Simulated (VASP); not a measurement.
# GeN (Cmmm) in VASP: notebook, part 3 of 3

VASP 6.6.1. Earlier steps stand in the parts before.

### 4 Relaxation of cell and atoms, PBE

This run uses another cell than the first one, of 9.99 Å³/atom, 0.539 times its volume.

Contents of INCAR:

```
PREC = Accurate
ENCUT = 600
EDIFF = 1E-7
ISMEAR = 0
SIGMA = 0.1
LREAL = False
LASPH = True
NELM = 100
ALGO = Normal
ISIF = 3
LWAVE = False
LCHARG = False
GGA = PE
IBRION = 2
NSW = 90
EDIFFG = -0.04
```

Contents of KPOINTS:

```
regular mesh
0
Gamma
  6 6 6
```

Contents of POSCAR:

```
GeN
1.0
    1.4310323100     -4.6911894400      0.0000000000
    1.4310323100      4.6911894400      0.0000000000
    0.0000000000      0.0000000000      2.9769503100
Ge N
2 2
Direct
    0.1949989000      0.8050011000      0.0000000000
    0.8050011000      0.1949989000      0.0000000000
    0.0940261200      0.9059738800      0.5000000000
    0.9059738800      0.0940261200      0.5000000000
```

Potentials or basis: VASP PAW PBE potentials, release 64 (Ge_d, N).

On the command line:

```console
> cat potpaw_PBE.64/Ge_d/POTCAR potpaw_PBE.64/N/POTCAR > POTCAR
> mpirun -np 1 vasp_std > vasp.out
```

OUTCAR:

```text
PREC = Accurate
   ENCUT = 600
   EDIFF = 1E-7
   ISMEAR = 0
   LREAL = False
   LASPH = True
   NELM = 100
   ISIF = 3
   GGA = PE
   IBRION = 2
   NSW = 90
   EDIFFG = -0.04

 ion  position               nearest neighbor table
   1  0.195  0.805  0.000-   2 1.76   2 1.76   3 1.76   3 1.76
   2  0.805  0.195  0.000-   1 1.76   1 1.76   4 1.76   4 1.76
   3  0.094  0.906  0.500-   4 1.76   1 1.76   1 1.76
   4  0.906  0.094  0.500-   3 1.76   2 1.76   2 1.76

  LATTYP: Found a base centered orthorhombic cell.
 ALAT       =     2.8620646200
 B/A-ratio  =     3.2781855498
 C/A-ratio  =     1.0401408442

  Lattice vectors:

 A1 = (   1.4310323100,  -4.6911894400,   0.0000000000)
 A2 = (   1.4310323100,   4.6911894400,   0.0000000000)
 A3 = (   0.0000000000,   0.0000000000,   2.9769503100)

Analysis of symmetry for initial positions (statically):
=====================================================================
 Subroutine PRICEL returns:
 Original cell was already a primitive cell.

 Routine SETGRP: Setting up the symmetry group for a
 base centered orthorhombic supercell.

 Subroutine GETGRP returns: Found  8 space group operations
 (whereof  8 operations were pure point group operations)
[... 161 lines left out ...]
 number of electron      37.9999999 magnetization

 Free energy of the ion-electron system (eV)
  ---------------------------------------------------
  ext. energy  EPLUGINS =         0.00000000
  ---------------------------------------------------
  free energy    TOTEN  =       -10.02812777 eV

  energy without entropy =      -10.02149723  energy(sigma->0) =      -10.02481250

------------------------ aborting loop because EDIFF is reached ----------------------------------------

  FORCE on cell =-STRESS in cart. coord.  units (eV):
  Direction    XX          YY          ZZ          XY          YZ          ZX
  --------------------------------------------------------------------------------------
  -------------------------------------------------------------------------------------
  Total       66.5977460     36.5229642     13.7697416      0.0000000      0.0000000      0.0000000
  in kB     2669.5380877   1464.0051608    551.9533611      0.0000000      0.0000000      0.0000000
  external PRESSURE =    1561.8322032 kB  Pullay stress =       0.0000000 kB
[... 1362 lines left out ...]
     22       9.2163      0.00000
     23      11.2022      0.00000

 [... further k-points ...]

[... ionic steps 4 to 50 ...]

--------------------------------------- Ionic step       51  -------------------------------------------

 number of electron      37.9999995 magnetization

------------------------ aborting loop because EDIFF is reached ----------------------------------------
[... 71 lines left out ...]
--------------------------------------- Ionic step       53  -------------------------------------------

 number of electron      38.0000004 magnetization

 Free energy of the ion-electron system (eV)
  ---------------------------------------------------
  ext. energy  EPLUGINS =         0.00000000
  ---------------------------------------------------
  free energy    TOTEN  =       -23.09271195 eV

  energy without entropy =      -23.08866204  energy(sigma->0) =      -23.09068700

 E-fermi :   5.2281     XC(G=0):  -9.8584

 val. band max:        5.1974862958   @ k =   0.0000   0.0000   0.1667
 cond. band min:       5.2602095350   @ k =   0.5000   0.1667   0.5000
 fundamental gap:      0.0627232392
 Fermi energy:         5.2280976868
[... 655 lines left out ...]
  FREE ENERGIE OF THE ION-ELECTRON SYSTEM (eV)
  ---------------------------------------------------
  free  energy   TOTEN  =       -23.0927119538 eV

  energy  without entropy=      -23.0886620374  energy(sigma->0) =      -23.09068700

 reached required accuracy - stopping structural energy minimisation
```

OSZICAR:

```text
N       E                     dE             d eps       ncg     rms          rms(c)
DAV:   1     0.365256981334E+03    0.36526E+03   -0.22029E+04  2965   0.530E+03
DAV:   2     0.408126625991E+02   -0.32444E+03   -0.31726E+03  2448   0.864E+02
DAV:   3    -0.102978495104E+02   -0.51111E+02   -0.50429E+02  2861   0.211E+02
DAV:   4    -0.124600581123E+02   -0.21622E+01   -0.21584E+01  2679   0.509E+01
[... 571 lines left out ...]
DAV:   3    -0.230927238348E+02    0.54884E-03   -0.78444E-04  3609   0.374E-01    0.445E-02
DAV:   4    -0.230927130145E+02    0.10820E-04   -0.20270E-04  3119   0.139E-01    0.128E-02
DAV:   5    -0.230927117765E+02    0.12380E-05   -0.20815E-05  2779   0.533E-02    0.559E-03
DAV:   6    -0.230927119344E+02   -0.15794E-06   -0.17746E-06  3173   0.141E-02    0.178E-03
DAV:   7    -0.230927119538E+02   -0.19411E-07   -0.20258E-07  1783   0.503E-03
  53 F= -.23092712E+02 E0= -.23090687E+02  d E =-.570679E-03
```

CONTCAR:

```text
GeN
   1.00000000000000
     1.9838891580926741   -5.2370444456519509    0.0000000000000000
     1.9838891580926741    5.2370444456519509    0.0000000000000000
     0.0000000000000000    0.0000000000000000    3.0456003160586387
  Ge              N
     2     2
Direct
     0.1746785190779133    0.8253214809220867    0.0000000000000000
     0.8253214809220866    0.1746785190779132    0.0000000000000000
     0.0683560749953287    0.9316439250046712    0.5000000000000000
     0.9316439250046712    0.0683560749953287    0.5000000000000000

  0.00000000E+00  0.00000000E+00  0.00000000E+00
  0.00000000E+00  0.00000000E+00  0.00000000E+00
  0.00000000E+00  0.00000000E+00  0.00000000E+00
  0.00000000E+00  0.00000000E+00  0.00000000E+00
```

It took 35 min on 1 thread of Intel Xeon Platinum 8259CL at 2.50GHz (Skylake/Cascade Lake), shared host; peak memory 0.24 GiB.

Results:

- Free energy: -23.0927 eV
- Relaxed volume: 15.82 Å³/atom
- Relaxed cell: a = 5.600 Å, b = 5.600 Å, c = 3.046 Å, α = 90.00°, β = 90.00°, γ = 138.50°
- Space group after relaxing (to 0.05 Å): Cmmm (No. 65)
- Energy gained by relaxing: 3266.1 meV/atom
- Ionic steps: 53
- Pressure after relaxing: -0.1 GPa
- Largest force after relaxing: 0.027 eV/Å
- Band gap on the k mesh: zero (band 19 reaches 6.07 eV, above the bottom of band 20 at 4.83 eV)

Forces in eV/Å, atoms in the order of the input:
```
Ge   0.000 -0.027  0.000
Ge   0.000  0.027  0.000
N    0.000 -0.003  0.000
N    0.000  0.003  0.000
```

Stress tensor (GPa, compression positive):
```
-0.10  0.00  0.00
 0.00 -0.24  0.00
 0.00  0.00 -0.08
```

The path:
```csv
step,energy change (eV),largest force (eV/Å),pressure (GPa),volume (Å³)
1,0.0000,26.5331,156.18,39.97
3,-6.5885,6.2058,37.34,68.18
5,-8.3144,7.5659,50.82,52.29
7,-10.5280,6.2933,-17.72,87.88
9,-12.0782,2.0086,-4.71,61.73
11,-12.5197,0.4316,1.82,60.31
13,-12.6214,0.5639,1.06,62.54
15,-12.7352,1.2224,-0.95,66.51
17,-12.7858,0.6111,-1.78,65.67
19,-12.7967,0.1451,-1.87,65.05
21,-12.8233,0.1305,0.08,63.04
23,-12.8287,0.0355,0.51,62.80
25,-12.8546,0.9279,2.95,61.83
27,-12.8841,1.6893,5.91,60.79
29,-12.8852,1.8492,6.88,60.40
31,-12.8876,1.8582,6.90,60.37
33,-12.8931,1.8689,6.97,60.26
35,-12.8933,1.8658,7.02,60.21
37,-12.9069,1.7182,6.64,60.32
39,-12.9568,1.1122,4.85,60.82
41,-13.0083,0.5222,-0.90,62.83
43,-13.0142,0.4167,0.36,62.30
45,-13.0267,0.3025,0.06,62.51
47,-13.0518,0.2560,-1.04,63.41
49,-13.0624,0.1189,0.30,63.10
51,-13.0635,0.0365,0.11,63.18
53,-13.0646,0.0269,-0.14,63.29
```

Final structure:
```yaml
crystal:
  lattice:
    - [1.98389, -5.23704, 0.00000]
    - [1.98389, 5.23704, 0.00000]
    - [0.00000, 0.00000, 3.04560]
  atoms:
    - { symbol: Ge, position: [0.17468, 0.82532, 0.00000] }
    - { symbol: Ge, position: [0.82532, 0.17468, 0.00000] }
    - { symbol: N, position: [0.06836, 0.93164, 0.50000] }
    - { symbol: N, position: [0.93164, 0.06836, 0.50000] }
```

Caveat: the k points lie up to 0.34 Å⁻¹ apart in the final cell; the volume moved by over 15 % at a fixed basis, so the end points are rough.

### 5 The runs side by side

```tsv
task	cell	k mesh	cutoff (eV)	gap on the mesh (eV)	pressure (GPa)	largest force (eV/Å)
single point	a = 5.154, b = 5.154, c = 3.066 Å, angles 90.0, 90.0, 114.5°, 4 atoms	10 × 10 × 16	520	none	-0.1	0.09
single point	a = 5.157, b = 5.157, c = 3.067 Å, angles 90.0, 90.0, 115.2°, 4 atoms	6 × 6 × 6	520	none	-0.1	0.06
relaxation of cell and atoms	relaxed from a = 4.905, b = 4.905, c = 2.977 Å, angles 90.0, 90.0, 146.1°, 4 atoms	6 × 6 × 6	600	none	-0.1	0.03
```

Alike in all rows: level PBE; potentials or basis VASP PAW PBE potentials, release 64 (Ge_d, N); no spin polarisation; smearing gaussian 0.1 eV.

Caveats: some runs use coarse meshes; the volume moved by over 15 % at a fixed basis, so the end points are rough (some runs).

Absolute energies hang on the potentials; compare differences alone.
